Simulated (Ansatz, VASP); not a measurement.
# One calculation of TaN, two programs

File INCAR:

```
SYSTEM = TaN
ALGO = Normal
EDIFF = 1E-8
ENCUT = 520
GGA = PS
ISIF = 2
ISMEAR = -1
LASPH = .TRUE.
LCHARG = .FALSE.
LEFG = .TRUE.
LREAL = .FALSE.
LWAVE = .FALSE.
NBANDS = 15
NELM = 100
PREC = Accurate
SIGMA = 0.02
```

File KPOINTS:

```
k-points
0
G
  9 9 9
  0 0 0
```

Contents of POSCAR:

```
TaN
1.0
   -0.0653700000      2.1463150000      2.1463150000
    2.1463150000     -0.0653700000      2.1463150000
    2.1463150000      2.1463150000     -0.0653700000
Ta N
1 1
Direct
    0.5000000000      0.5000000000      0.5000000000
    0.0000000000      0.0000000000      0.0000000000
```

Input for Ansatz:

```yaml
crystal:
  lattice:
    - [-0.06537, 2.146315, 2.146315]
    - [2.146315, -0.06537, 2.146315]
    - [2.146315, 2.146315, -0.06537]
  atoms:
    - { symbol: Ta, position: [0.5, 0.5, 0.5] }
    - { symbol: "N", position: [0.0, 0.0, 0.0] }
kpoints:
  mp_grid: { grid: [9, 9, 9] }
scf:
  occupations: { method: fermi_dirac, width: 0.02 }
hamiltonian:
  xc: pbesol
  pseudopotentials: { kind: all_electron, datasets: crystal }
output:
  forces: true
  stress: true
  eigenvalues: true
  efg: { contact_densities: true }
```

Change from the starting cell: equal xy, yz and zx shear strains of -3 %, crystal datasets.

Alike in both runs: task electric field gradients; functional PBEsol; k mesh 9 × 9 × 9; occupations fermi-dirac, width 0.02 eV; no spin polarisation.

```csv
,VASP,Ansatz
version,VASP 6.6.1,Ansatz 0.2.0
potentials or method,"VASP PAW PBE potentials, release 64 (Ta_pv, N), cutoff 520 eV","all-electron PAW with datasets made for the crystal, scalar-relativistic"
```

```csv
,VASP,Ansatz,Ansatz less VASP
pressure (GPa),5.8,4.7,-1.11
"traceless stress, the component that is largest in VASP (GPa)",2.18,2.21,+0.034
size of Vzz on the site where it differs most (V/Å²),5.4,2.1,-3.33
```

VASP's potentials were made for PBE, not for PBEsol. Ansatz ran all-electron here, and VASP with PAW potentials.

Neither program's run includes spin-orbit coupling.
